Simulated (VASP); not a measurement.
Set up this calculation in VASP 6.6.1, as the native input.

```yaml
Task: single point
Functional: PBE
Potentials_or_basis: VASP PAW PBE potentials, release 64 (Nb_sv, Te, Mo_sv)
Cutoff: 520 eV
k_mesh: 6 × 6 × 1
Occupations: gaussian, width 0.1 eV
Spin: no spin polarisation
Dipole_correction: no
Further_INCAR_settings: ALGO = Normal; EDIFF = 1e-06; NBANDS = 62
```

The structure of Nb3Te8Mo lies in POSCAR:

```
Nb3Te8Mo
1.0
    3.6808099900      0.0000000000      0.0000000000
   -1.8404050000      3.1876749600      0.0000000000
    0.0000000000      0.0000000000     29.2389108100
Nb Te Mo
3 8 1
Direct
    0.3333333300      0.6666666700      0.7500000000
    0.3333333300      0.6666666700      0.2500000000
    0.6666666700      0.3333333300      0.0000000000
    0.3333333300      0.6666666700      0.9355000000
    0.3333333300      0.6666666700      0.4355000000
    0.6666666700      0.3333333300      0.6855000000
    0.6666666700      0.3333333300      0.1855000000
    0.3333333300      0.6666666700      0.0645000000
    0.3333333300      0.6666666700      0.5645000000
    0.6666666700      0.3333333300      0.8145000000
    0.6666666700      0.3333333300      0.3145000000
    0.6666666700      0.3333333300      0.5000000000
```

These files were run (other wordings do the same):

INCAR

```
  PREC = Accurate
  ENCUT = 520
  EDIFF = 1E-6
  ISMEAR = 0
  SIGMA = 0.1
  LREAL = False
  LASPH = True
  NELM = 80
  ALGO = Normal
  ISIF = 2
  LWAVE = False
  LCHARG = False
  GGA = PE
  NBANDS = 62
```

KPOINTS

```
regular mesh
0
Gamma
  6 6 1
```

Potentials or basis: VASP PAW PBE potentials, release 64 (Nb_sv, Te, Mo_sv).

Command:

```console
$ cat potpaw_PBE.64/Nb_sv/POTCAR potpaw_PBE.64/Te/POTCAR potpaw_PBE.64/Mo_sv/POTCAR > POTCAR
$ mpirun -np 1 vasp_std > vasp.out
```

Results of the run:

| Property | Result |
| --- | --- |
| Pressure | -3.1 GPa |
| Largest force | 1.339 eV/Å |
| Band gap on the k mesh | zero (an odd number of electrons rules out a gap without spin polarisation) |

Caveat: the cell stands under tension; spin-orbit coupling is left out, which moves the levels of the heavy elements; this functional lacks dispersion, which binds layers or chains, so the pressure and a relaxed spacing across them are unreliable; an odd number of electrons without spin polarisation forces a metal; a magnetic or distorted state may lie lower.

Wall time 4.4 min on 1 thread of Intel(R) Xeon(R) 6975P-C (Granite Rapids) (shared host), peak memory 0.48 GiB.
